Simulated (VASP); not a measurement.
A run of VASP 6.6.1 is set up as follows.

INCAR

```
  PREC = Accurate
  ENCUT = 600
  EDIFF = 1E-7
  ISMEAR = 0
  SIGMA = 0.15
  LREAL = False
  LASPH = True
  NELM = 120
  ALGO = Normal
  ISIF = 3
  LWAVE = False
  LCHARG = False
  GGA = PE
  IBRION = 2
  NSW = 36
  EDIFFG = -0.08
  GGA_COMPAT = False
  NELMIN = 4
```

Contents of KPOINTS:

```
Automatic mesh
0
Gamma
  3 3 3
```

POSCAR

```
Al3BN2
1.0
    2.1673623500      1.2513272400      5.3706810200
   -2.1673623500      1.2513272400      5.3706810200
    0.0000000000     -2.5026544800      5.3706810200
Al B N
3 1 2
Direct
    0.3582798400      0.3582798400      0.3582798400
    0.6417201600      0.6417201600      0.6417201600
    0.5000000000      0.5000000000      0.5000000000
    0.0000000000      0.0000000000      0.0000000000
    0.7306474700      0.7306474700      0.7306474700
    0.2693525300      0.2693525300      0.2693525300
```

Potentials or basis: VASP PAW PBE potentials, release 64 (Al, B, N).

The run is started by

```sh
$ cat potpaw_PBE.64/Al/POTCAR potpaw_PBE.64/B/POTCAR potpaw_PBE.64/N/POTCAR > POTCAR
$ mpirun -np 1 vasp_std > vasp.out
```

Q: Predict the band gap on the k mesh.

A: Zero (bands 11 and 12 overlap by 5.79 eV).

Q: What does it give for the relaxed volume?

A: 9.32 Å³/atom.

Q: What does it give for the relaxed cell?

A: a = 8.067 Å, b = 8.067 Å, c = 8.067 Å, α = 20.42°, β = 20.42°, γ = 20.42°.

Stress tensor (GPa, compression positive):
```
-0.08  0.00  0.00
 0.00 -0.08  0.00
 0.00  0.00  0.12
```

Caveat: the k points lie up to 0.85 Å⁻¹ apart in the final cell, too coarse for converged energies and pressures of a metal; the volume moved by over 15 % at a fixed basis, so the end points are rough.
